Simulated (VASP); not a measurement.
Set up this calculation in VASP 6.6.1, as the native input.

- Task: single point
- Functional: PBEsol
- Potentials or basis: VASP PAW PBE potentials, release 64 (Mo_sv)
- Cutoff: 520 eV
- k mesh: 20 × 20 × 20
- Occupations: fermi-dirac, width 0.1 eV
- Spin: no spin polarisation
- Dipole correction: no
- Further INCAR settings: ALGO = Normal; EDIFF = 1e-06; NBANDS = 13

The structure of Mo lies in POSCAR:

```
Mo
1.0
   -1.5012165497      1.5012165497      1.5012165497
    1.5012165497     -1.5012165497      1.5012165497
    1.5012165497      1.5012165497     -1.5012165497
Mo
1
Direct
    0.0000000000      0.0000000000      0.0000000000
```

One way to write it, as run:

INCAR

```
ALGO = Normal ; EDIFF = 1E-6
ENCUT = 520 ; GGA = PS
ISIF = 2 ; ISMEAR = -1
LASPH = True ; LCHARG = False
LREAL = False ; LWAVE = False
NBANDS = 13 ; NELM = 100
PREC = Accurate ; SIGMA = 0.1
```

KPOINTS

```
k-points
0
Gamma
  20 20 20
```

Potentials or basis: VASP PAW PBE potentials, release 64 (Mo_sv).

Command:

```sh
$ cat potpaw_PBE.64/Mo_sv/POTCAR > POTCAR
$ mpirun -np 1 vasp_std > vasp.out
```

It gave:

```yaml
Pressure: 46.0 GPa
Band_gap_on_the_k_mesh: zero (bands 7 and 8 overlap by 6.59 eV)
```

Caveat: the cell stands under pressure; the PAW data sets were made with another functional, which shifts forces and pressure a little.

Run time: 21 s on 1 thread of Intel(R) Xeon(R) Platinum 8488C (Sapphire Rapids) (shared host), peak memory 0.16 GiB.
